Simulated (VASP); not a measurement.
# MgH16Cl2O8 in VASP: notebook, part 2 of 2

VASP 6.6.1.

### 5 Single point, PBE+D3(BJ)

This run uses another cell than the first one, of 11.33 Å³/atom, 1.884 times its volume.

The input, INCAR:

```
SYSTEM = MgH16Cl2O8
  ALGO = Normal
  EDIFF = 1E-6
  ENCUT = 520
  GGA = PE
  GGA_COMPAT = .FALSE.
  ISIF = 2
  ISMEAR = -1
  IVDW = 12
  LASPH = .TRUE.
  LCHARG = .FALSE.
  LREAL = .FALSE.
  LWAVE = .FALSE.
  NBANDS = 59
  NELM = 120
  PREC = Accurate
  SIGMA = 0.05
```

The input, KPOINTS:

```
k-points
0
G
  1 1 1
  0 0 0
```

The input, POSCAR:

```
MgH16Cl2O8
1.0
    6.7386640000      0.0000000000      0.0000000000
    0.0000000000      6.7386640000      0.0000000000
    0.0000000000      0.0000000000      6.7386640000
O H Mg Cl
8 16 1 2
Direct
    0.1453107025      0.0008013458      0.6496243172
    0.8030226763     -0.0812623986      0.4547340541
    0.6913388173      0.4256926892      0.1467353173
    0.5399883419      0.6175704858      0.5110063360
   -0.0792293547      0.5396321882      0.6215178558
    0.7838942556      0.7763705091      1.0328753593
    0.0861001528      0.2402998577      0.2506134747
    0.2240503459      0.6110855208      0.2905323667
    0.0430352367      0.0365651114      0.7459935679
    0.1925752642      0.1328304839      0.6315940370
    0.8871491441     -0.0822269815      0.5672044192
    0.6910865418     -0.0042590045      0.4952020163
    0.7311983503      0.3585577200      0.0190542220
    0.5306689872      0.3780719739      0.1273249416
    0.5885142812      0.5388753616      0.6146322179
    0.3828058499      0.6179414792      0.4980660855
    0.0576375376      0.5451970895      0.5976258796
   -0.0934013033      0.4034330841      0.6830137250
    0.7647509952      0.6833401992      0.8975517996
    0.7825735190      0.9095719864      0.9810995176
    0.0911753428      0.2219431033      0.1063563935
    0.0856994799      0.1175455550      0.3343986286
    0.3404532412      0.5279236359      0.1992086265
    0.1680896985      0.4725565780      0.3134745997
    0.7799023664      0.6545065906      0.3150772913
    0.7373420013      0.1665018467      0.8172094647
    0.3838594713      0.3506184609      0.8655573271
```

Command:

```
$ cat potpaw_PBE.64/O/POTCAR potpaw_PBE.64/H/POTCAR potpaw_PBE.64/Mg/POTCAR potpaw_PBE.64/Cl/POTCAR > POTCAR
$ mpirun -np 1 vasp_gam > vasp.out
```

Wall time 19 s (1 thread of Intel Xeon 6975P-C (Granite Rapids), shared host); peak memory 0.33 GiB.

It converged, with:

| Property | Result |
| --- | --- |
| Free energy | -125.3092 eV |
| Pressure | -0.1 GPa |
| Largest force | 4.251 eV/Å |
| Band gap on the k mesh | 2.34 eV |
| Dispersion energy per atom | -0.052 eV |

Forces on the atoms (eV/Å):
```
O   -0.389 -0.962 -0.114
O   -0.121 -0.643 -2.140
O   -3.018 -1.226  0.400
O   -2.168  1.424 -2.078
O   -1.813 -0.764  0.063
O   -0.286 -3.223 -2.653
O    0.026 -0.185  1.012
O    2.221 -3.210 -1.409
H   -0.496 -0.203  0.643
H    1.250  1.120 -0.190
H    1.274  0.262  1.086
H   -0.841  0.520  0.297
H    0.331  0.055  0.465
H    3.080  0.942 -0.133
H   -0.158 -1.349  1.864
H    2.593 -0.136 -0.188
H    2.306  0.454 -0.016
H   -0.532  0.409 -0.255
H    0.522  2.258  3.563
H   -0.038  1.373 -0.425
H    0.220 -0.517  0.449
H   -0.150  0.693 -1.251
H   -2.555  2.730  1.268
H   -0.504  0.426 -0.050
Mg  -0.594 -0.332 -0.078
Cl   2.036 -1.081 -0.622
Cl  -2.195  1.162  0.493
```

Stress tensor (GPa, compression positive):
```
 1.39 -0.29  0.30
-0.29  1.15 -1.29
 0.30 -1.29 -2.95
```

Levels at points of the mesh, in eV from the valence-band top:
| k point | band 36 | band 37 | band 38 | band 39 | band 40 | band 41 | band 42 | band 43 | band 44 | band 45 |
| --- | --- | --- | --- | --- | --- | --- | --- | --- | --- | --- |
| (0.00, 0.00, 0.00) | -2.18 | -2.07 | -1.30 | -0.99 | 0.00 | 2.34 | 4.55 | 5.23 | 5.50 | 6.02 |

Caveat: the k points lie up to 0.93 Å⁻¹ apart.

### 6 Single point, PBE+D3(BJ)

This run uses another cell than the first one, of 11.33 Å³/atom, 1.884 times its volume.

The input, INCAR:

```
  ALGO = Normal
  EDIFF = 1E-6
  ENCUT = 520
  GGA = PE
  GGA_COMPAT = False
  ISIF = 2
  ISMEAR = -1
  IVDW = 12
  LASPH = True
  LCHARG = True
  LELF = True
  LREAL = False
  LVHAR = True
  LWAVE = False
  NBANDS = 59
  NELM = 120
  PREC = Accurate
  SIGMA = 0.05
```

The input, KPOINTS:

```
k-points
0
Gamma
  1 1 1
```

The input, POSCAR:

```
MgH16Cl2O8
1.0
    6.7386640000      0.0000000000      0.0000000000
    0.0000000000      6.7386640000      0.0000000000
    0.0000000000      0.0000000000      6.7386640000
O H Mg Cl
8 16 1 2
Direct
    0.1434705752      0.1393748078      0.5798181954
    0.8357591356     -0.0824792570      0.4223092292
    0.6572222625      0.4447469113      0.1285269602
    0.5005146421      0.6522954698      0.4812081445
   -0.1159280237      0.5239465864      0.6017958456
    0.8489813411      0.8212903923      1.0695443489
   -0.0377226109      0.2317373295      0.1833004287
    0.2072072446      0.6633213943      0.2115256080
    0.0595370240      0.1045162661      0.7054662467
    0.1749901761      0.2643847504      0.6067374779
    0.9526220628      0.0046893568      0.4324596092
    0.7447173505     -0.0519093993      0.5323161980
    0.7528792057      0.3432134322      0.1088049501
    0.5321084417      0.4817275353      0.0356895670
    0.4351159221      0.5598735892      0.5797588365
    0.4662200104      0.7909134511      0.5370055548
   -0.0143648652      0.5457313200      0.6980166989
   -0.2274931648      0.4299813732      0.6939951302
    0.8132472549      0.6873024089      1.0014002776
    0.7908095729      0.9530524151      1.0030771678
    0.0329442156      0.1247279876      0.1138949798
    0.0006381087      0.2162594841      0.3289672849
    0.2466215855      0.6981354168      0.0714830121
    0.3343837888      0.6564951154      0.2829641009
    0.7587409018      0.6505740604      0.3562872403
    0.7445986326      0.1677929038      0.8048034447
    0.3014692527      0.5300160388      0.8132620947
```

Potentials or basis: VASP PAW PBE potentials, release 64 (O, H, Mg, Cl).

Command:

```
$ cat potpaw_PBE.64/O/POTCAR potpaw_PBE.64/H/POTCAR potpaw_PBE.64/Mg/POTCAR potpaw_PBE.64/Cl/POTCAR > POTCAR
$ mpirun -np 1 vasp_gam > vasp.out
```

Run time: 22 s. Hardware: 1 thread of Intel Xeon 6975P-C (Granite Rapids), shared host; peak memory 0.33 GiB.

The run converged. Its results:

| Item | Value |
| --- | --- |
| Free energy | -126.0150 eV |
| Pressure | -0.1 GPa |
| Largest force | 6.870 eV/Å |
| Band gap on the k mesh | 3.78 eV |
| Dispersion energy per atom | -0.052 eV |

Forces on the atoms (eV/Å):
```
O   -2.536 -6.373  0.389
O   -0.873  0.095  0.967
O   -3.262  4.109  0.591
O   -0.196  2.876  0.154
O   -3.606 -1.677  0.666
O   -1.198 -0.981 -1.363
O    0.978 -0.347  1.533
O    0.431  0.710 -0.670
H    0.838  0.457 -1.844
H    1.710  5.802  1.077
H   -0.179 -0.425  0.425
H    0.817  0.901  0.333
H    0.906 -1.865 -1.015
H    2.334 -1.565  1.037
H   -0.254  0.084  0.578
H    0.115 -2.109 -0.612
H    1.340  0.380  0.560
H    2.451  1.007 -1.758
H    0.294  2.571  0.268
H    0.440 -2.383  0.409
H   -0.255  0.380  0.239
H   -0.082  0.523 -1.643
H   -0.659 -0.462  1.160
H   -0.514 -0.091  0.005
Mg   1.407 -0.725 -1.338
Cl  -0.444 -0.397 -0.367
Cl  -0.002 -0.495  0.216
```

Stress tensor (GPa, compression positive):
```
-0.82  0.06 -0.35
 0.06  0.59  2.38
-0.35  2.38 -0.09
```

Levels at points of the mesh, in eV from the valence-band top:
```csv
k point,band 38,band 39,band 40,band 41,band 42,band 43
"(0.00, 0.00, 0.00)",-0.61,-0.46,0.00,3.78,5.99,6.37
```

Caveat: the k points lie up to 0.93 Å⁻¹ apart.

### 7 Single point, PBE+D3(BJ)

This run uses another cell than the first one, of 11.33 Å³/atom, 1.884 times its volume.

The input, INCAR:

```
PREC = Accurate
ENCUT = 520
EDIFF = 1E-6
ISMEAR = -1
SIGMA = 0.05
LREAL = F
LASPH = T
NELM = 120
ALGO = Normal
ISIF = 2
LWAVE = F
LCHARG = F
GGA = PE
IVDW = 12
NBANDS = 59
GGA_COMPAT = F
```

The input, KPOINTS:

```
Automatic mesh
0
Gamma
  1 1 1
```

The input, POSCAR:

```
MgH16Cl2O8
1.0
    6.7386640000      0.0000000000      0.0000000000
    0.0000000000      6.7386640000      0.0000000000
    0.0000000000      0.0000000000      6.7386640000
O H Mg Cl
8 16 1 2
Direct
    0.1599278433      0.2653048141      0.5871935446
    0.8507917890     -0.0743916005      0.4657748183
    0.5670115026      0.4758361598      0.1729274527
    0.4690989193      0.8353881422      0.4570045338
   -0.1835081850      0.5596955123      0.5786013370
    0.7865950877      0.8418137482      1.0310500716
   -0.0297091530      0.3270084397      0.2248071725
    0.0828502504      0.7302634469      0.3233133452
    0.1183469008      0.1498516620      0.6785766437
    0.2584191763      0.3306441752      0.6632917148
    0.9870354124     -0.0693164105      0.4232292929
    0.8332660599      0.0251830333      0.5819402778
    0.5971510080      0.3629354424      0.0932677457
    0.4580878346      0.5382224132      0.0795409891
    0.5228632857      0.8720126126      0.5824596686
    0.4495549860      0.9722698743      0.4073507746
   -0.0577117363      0.5038090636      0.6255097450
   -0.3007421056      0.4530126446      0.5897756588
    0.7507571234      0.9843642597      0.9439704962
    0.8713299847      0.8947470893      1.1245552531
    0.0995746338      0.3429759964      0.1596607280
    0.0387613925      0.2692670238      0.3626238079
    0.0870647357      0.6741395624      0.1926939821
    0.2298230035      0.7441682802      0.3385982741
    0.7498518994      0.6835627952      0.3210280257
    0.7570046526      0.2279977159      0.7563665439
    0.2645628273      0.5808272975      0.9090080764
```

Command:

```
$ cat potpaw_PBE.64/O/POTCAR potpaw_PBE.64/H/POTCAR potpaw_PBE.64/Mg/POTCAR potpaw_PBE.64/Cl/POTCAR > POTCAR
$ mpirun -np 1 vasp_gam > vasp.out
```

Run time: 21 s. Hardware: 1 thread of Intel Xeon 6975P-C (Granite Rapids), shared host; peak memory 0.33 GiB.

Results (log left out):

* Free energy: -125.5230 eV
* Pressure: 0.9 GPa
* Largest force: 4.178 eV/Å
* Band gap on the k mesh: 3.86 eV
* Dispersion energy per atom: -0.052 eV

Forces on the atoms (eV/Å):
```
O   -1.191 -3.075  0.173
O   -0.923  2.297  1.248
O   -0.633  1.541  0.735
O   -0.497  0.687 -1.580
O   -2.786 -0.418 -0.755
O   -2.736  1.359 -2.850
O    2.053 -1.619  2.866
O    2.264 -0.266 -0.430
H    0.362  1.834 -1.221
H    1.195  1.219  0.957
H    0.375  0.031  0.014
H   -0.414 -0.594 -1.029
H    1.010 -0.941 -0.415
H    0.455 -0.220  0.549
H    0.454 -0.343  1.674
H    0.023 -0.529 -0.350
H   -0.485 -0.317 -0.107
H    2.852  1.347  0.545
H    0.588 -2.544  1.345
H    2.484  2.013  1.628
H   -0.360  0.355 -0.793
H   -1.795  1.529 -2.368
H    0.174 -0.784 -1.745
H   -0.676 -0.049  0.813
Mg  -0.422 -0.654 -0.254
Cl  -0.973 -2.108  1.658
Cl  -0.399  0.249 -0.306
```

Stress tensor (GPa, compression positive):
```
 1.69  0.35 -1.56
 0.35  0.57  1.61
-1.56  1.61  0.55
```

Levels at points of the mesh, in eV from the valence-band top:
| k point | band 36 | band 37 | band 38 | band 39 | band 40 | band 41 | band 42 | band 43 | band 44 | band 45 |
| --- | --- | --- | --- | --- | --- | --- | --- | --- | --- | --- |
| (0.00, 0.00, 0.00) | -0.31 | -0.21 | -0.14 | -0.07 | 0.00 | 3.86 | 6.61 | 6.77 | 7.06 | 7.31 |

Caveat: the k points lie up to 0.93 Å⁻¹ apart.

### 8 Summary

```tsv
cell	smearing	gap on the mesh (eV)	pressure (GPa)	largest force (eV/Å)
a = 5.302, b = 5.383, c = 5.706 Å, angles 90.3, 87.0, 92.9°, 27 atoms	fermi-dirac 0.002 eV	3.94	36.2	8.17
a = 5.763, b = 5.767, c = 5.928 Å, angles 89.6, 88.3, 91.7°, 27 atoms	fermi-dirac 0.002 eV	2.63	16.8	4.71
a = 6.369, b = 6.437, c = 6.400 Å, angles 89.9, 89.8, 90.4°, 27 atoms	fermi-dirac 0.002 eV	3.46	6.9	6.37
a = 6.739 Å, 27 atoms	fermi-dirac 0.05 eV	3.86	0.9	4.18
```

Some of these runs hold the atoms at other places in the same cell, which the table doesn't show; runs alike in all that it shows share one row.

Alike in all rows: task single point; level PBE+D3(BJ); potentials or basis VASP PAW PBE potentials, release 64 (O, H, Mg, Cl); no spin polarisation; k mesh 1 × 1 × 1; cutoff (eV) 520.

Caveats: all runs use coarse meshes.

Absolute energies hang on the potentials; compare differences alone.
